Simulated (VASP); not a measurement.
TlCl:

```
Tl Cl
1.0
     3.79363    0.00000    0.00000
     0.00000    3.79363    0.00000
     0.00000    0.00000    3.79363
Tl Cl
1 1
Cartesian
  0.0000 0.0000 0.0000
  1.8968 1.8968 1.8968
```

Base run:

| Property | Result |
| --- | --- |
| Program | VASP 6.6.1 |
| Functional | PBE |
| Potentials or basis | VASP PAW PBE potentials, release 64 (Tl_d, Cl) |
| Cutoff | 500 eV |
| k mesh | 4 × 4 × 4 |
| Occupations | gaussian, width 0.01 eV |
| Spin | no spin polarisation |

Its results: band gap on the k mesh 1.99 eV; pressure 2.3 GPa.

Q: The run is repeated on the same cell with these changes: functional from PBE to r2SCAN; cutoff from 500 eV to 550 eV. What comes out?

A: Band gap on the k mesh 2.42 eV; pressure 1.1 GPa.

Caveats: spin-orbit coupling is left out, which moves the levels of the heavy elements; the PAW data sets were made with another functional, which shifts forces and pressure a little (at least some runs).

A k mesh can miss the band edges.
